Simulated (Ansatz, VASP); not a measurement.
**InSe2: VASP beside Ansatz**

```
In Se
1.0
     3.89489    0.00000    0.00000
     0.00000    3.89489    0.00000
     0.00000    0.00000    9.62623
In Se
2 4
Direct
  0.00000 0.50000 0.70647
  0.50000 0.00000 0.29353
  0.00000 0.50000 0.36621
  0.50000 0.00000 0.63379
  0.00000 0.00000 0.00000
  0.50000 0.50000 0.00000
```

Alike in both runs: task single point; functional PBE; k mesh 6 × 6 × 2; occupations gaussian, width 0.1 eV; no spin polarisation.

```csv
,VASP,Ansatz
version,VASP 6.6.1,Ansatz 0.2.0
potentials or method,"VASP PAW PBE potentials, release 64 (In_d, Se), cutoff 520 eV","scalar-relativistic, plane waves, PAW"
valence electrons in the cell,50,90
```

|  | VASP | Ansatz | Ansatz less VASP |
| --- | --- | --- | --- |
| gap on the k mesh at the Fermi level (eV) | none | none | - |
| pressure (GPa) | -0.2 | -0.2 | -0.02 |
| traceless stress, the component that is largest in VASP (GPa) | 0.38 | 0.40 | +0.020 |
| rms of the force components (eV/Å) | 0.027 | 0.027 | +0.0001 |

Atom by atom the forces differ by 0.000 eV/Å (rms over components). A gap of «none» marks a metal or a gap that the smearing closes. The functional is the same, so the differences come from potentials, cutoffs and numerics. VASP's potentials hold 50 valence electrons a cell and Ansatz's 90, so a difference there can come from the potentials and not from the codes.
